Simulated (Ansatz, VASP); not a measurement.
PbF2 in VASP and in Ansatz

INCAR

```
SYSTEM = PbF2
PREC = Accurate ; ENCUT = 520
EDIFF = 1E-8 ; ISMEAR = -1
SIGMA = 0.03 ; LREAL = .FALSE.
LASPH = .TRUE. ; NELM = 100
ALGO = Normal ; ISIF = 2
LWAVE = .FALSE. ; LCHARG = .FALSE.
LEFG = .TRUE. ; NBANDS = 21
```

Contents of KPOINTS:

```
Automatic mesh
0
G
  7 7 7
  0 0 0
```

Contents of POSCAR:

```
PbF2
1.0
   -0.0296985000      2.9550007500      2.9550007500
    2.9550007500     -0.0296985000      2.9550007500
    2.9550007500      2.9550007500     -0.0296985000
Pb F
1 2
Direct
    0.0000000000      0.0000000000      0.0000000000
    0.2500000000      0.2500000000      0.2500000000
    0.7500000000      0.7500000000      0.7500000000
```

Input for Ansatz:

```yaml
crystal:
  lattice:
    - [-0.0296985, 2.95500075, 2.95500075]
    - [2.95500075, -0.0296985, 2.95500075]
    - [2.95500075, 2.95500075, -0.0296985]
  atoms:
    - { symbol: Pb, position: [0.0, 0.0, 0.0] }
    - { symbol: F, position: [0.25, 0.25, 0.25] }
    - { symbol: F, position: [0.75, 0.75, 0.75] }
kpoints:
  mp_grid: { grid: [7, 7, 7] }
scf:
  occupations: { method: fermi_dirac, width: 0.03 }
hamiltonian:
  xc: lda
  pseudopotentials: { kind: all_electron, datasets: crystal }
output:
  forces: true
  stress: true
  eigenvalues: true
  efg: { contact_densities: true }
```

Change from the starting cell: equal xy, yz and zx shear strains of -1 %, crystal datasets.

Alike in both runs: task electric field gradients; functional LDA; k mesh 7 × 7 × 7; occupations fermi-dirac, width 0.03 eV; no spin polarisation.

|  | VASP | Ansatz |
| --- | --- | --- |
| version | VASP 6.6.1 | Ansatz 0.2.0 |
| potentials or method | VASP PAW LDA potentials, release 64 (Pb_d, F), cutoff 520 eV | all-electron PAW with datasets made for the crystal, scalar-relativistic |

|  | VASP | Ansatz | Ansatz less VASP |
| --- | --- | --- | --- |
| gap on the k mesh at the Fermi level (eV) | 4.25 | 4.28 | +0.028 |
| pressure (GPa) | -4.9 | -4.9 | +0.03 |
| traceless stress, the component that is largest in VASP (GPa) | 0.30 | 0.29 | -0.009 |
| rms of the force components (eV/Å) | 0.017 | 0.016 | -0.0009 |
| size of Vzz on the site where it differs most (V/Å²) | 21.3 | 25.0 | +3.66 |

LDA's correlation is that of Perdew and Zunger in VASP and of Perdew and Wang (1992) in Ansatz. Atom by atom the forces differ by 0.001 eV/Å (rms over components). Ansatz ran all-electron here, and VASP with PAW potentials.

Spin-orbit coupling is off throughout.
